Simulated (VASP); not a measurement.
Set up this calculation in VASP 6.6.1, as the native input.

```yaml
Task: single point
Functional: PBE
Potentials_or_basis: VASP PAW PBE potentials, release 64 (Si, C)
Cutoff: 520 eV
k_mesh: 12 × 12 × 1
Occupations: gaussian, width 0.03 eV
Spin: no spin polarisation
Dipole_correction: yes
Further_INCAR_settings: ALGO = Normal; EDIFF = 1e-06; NBANDS = 11; NELMDL = -8
```

The structure of SiC lies in POSCAR:

```
SiC
1.0
    3.0912746483      0.0000000000      0.0000000000
   -1.5456373242      2.6771223755      0.0000000000
    0.0000000000      0.0000000000     16.0000000000
Si C
1 1
Direct
    0.3333333333      0.6666666667      0.5000000000
    0.6666666667      0.3333333333      0.5000000000
```

One way to write it, as run:

INCAR

```
SYSTEM = SiC
PREC = Accurate ; ENCUT = 520
EDIFF = 1E-6 ; ISMEAR = 0
SIGMA = 0.03 ; LREAL = .False.
LASPH = .True. ; NELM = 120
ALGO = Normal ; ISIF = 2
LWAVE = .False. ; LCHARG = .False.
LDIPOL = .True. ; IDIPOL = 3
DIPOL = 0.5 0.5 0.500 ; GGA = PE
NBANDS = 11 ; GGA_COMPAT = .False.
NELMDL = -8
```

KPOINTS

```
regular mesh
0
Gamma
  12 12 1
  0 0 0
```

Potentials or basis: VASP PAW PBE potentials, release 64 (Si, C).

Command:

```bash
$ cat potpaw_PBE.64/Si/POTCAR potpaw_PBE.64/C/POTCAR > POTCAR
$ mpirun -np 1 vasp_std > vasp.out
```

It gave:

| Quantity | Value |
| --- | --- |
| Band gap on the k mesh | 2.55 eV (least direct gap 2.57 eV) |

It took 81 s on 1 thread of Intel Xeon 8259CL (shared host), peak memory 0.24 GiB.
